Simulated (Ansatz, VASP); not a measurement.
# HfN in VASP and in Ansatz

Contents of INCAR:

```
PREC = Accurate ; ENCUT = 520
EDIFF = 1E-7 ; ISMEAR = 0
SIGMA = 0.05 ; LREAL = F
LASPH = T ; NELM = 60
ALGO = Normal ; ISIF = 2
LWAVE = F ; LCHARG = F
GGA = CA ; NBANDS = 14
```

KPOINTS

```
Automatic mesh
0
Gamma
  10 10 10
```

The input POSCAR:

```
HfN
1.0
    0.0000000000      2.2487029924      2.2487029924
    2.2487029924      0.0000000000      2.2487029924
    2.2487029924      2.2487029924      0.0000000000
Hf N
1 1
Direct
    0.5000000000      0.5000000000      0.5000000000
    0.0000000000      0.0000000000      0.0000000000
```

Input for Ansatz:

```yaml
crystal:
  lattice:
    - [0.0, 2.2487029924, 2.2487029924]
    - [2.2487029924, 0.0, 2.2487029924]
    - [2.2487029924, 2.2487029924, 0.0]
  atoms:
    - { symbol: Hf, position: [0.5, 0.5, 0.5] }
    - { symbol: "N", position: [0.0, 0.0, 0.0] }
basis:
  ecutwfc: 420
  ecutrho_ratio: 4
kpoints:
  mp_grid: { grid: [10, 10, 10] }
hamiltonian:
  xc: lda
scf:
  occupations: { method: gaussian, width: 0.05 }
output:
  forces: true
  stress: true
  eigenvalues: true
```

Alike in both runs: task single point; functional LDA; k mesh 10 × 10 × 10; occupations gaussian, width 0.05 eV; no spin polarisation.

|  | VASP | Ansatz |
| --- | --- | --- |
| version | VASP 6.6.1 | Ansatz 0.2.0 |
| potentials or method | VASP PAW LDA potentials, release 64 (Hf_pv, N), cutoff 520 eV | scalar-relativistic, plane waves, PAW |
| valence electrons in the cell | 15 | 31 |

|  | VASP | Ansatz | Ansatz less VASP |
| --- | --- | --- | --- |
| gap on the k mesh at the Fermi level (eV) | none | none | - |
| pressure (GPa) | -6.9 | -5.7 | +1.22 |

LDA's correlation is that of Perdew and Zunger in VASP and of Perdew and Wang (1992) in Ansatz. A gap of «none» marks a metal or a gap that the smearing closes. VASP's potentials hold 15 valence electrons a cell and Ansatz's 31, so a difference there can come from the potentials and not from the codes.

Neither program's run includes spin-orbit coupling.
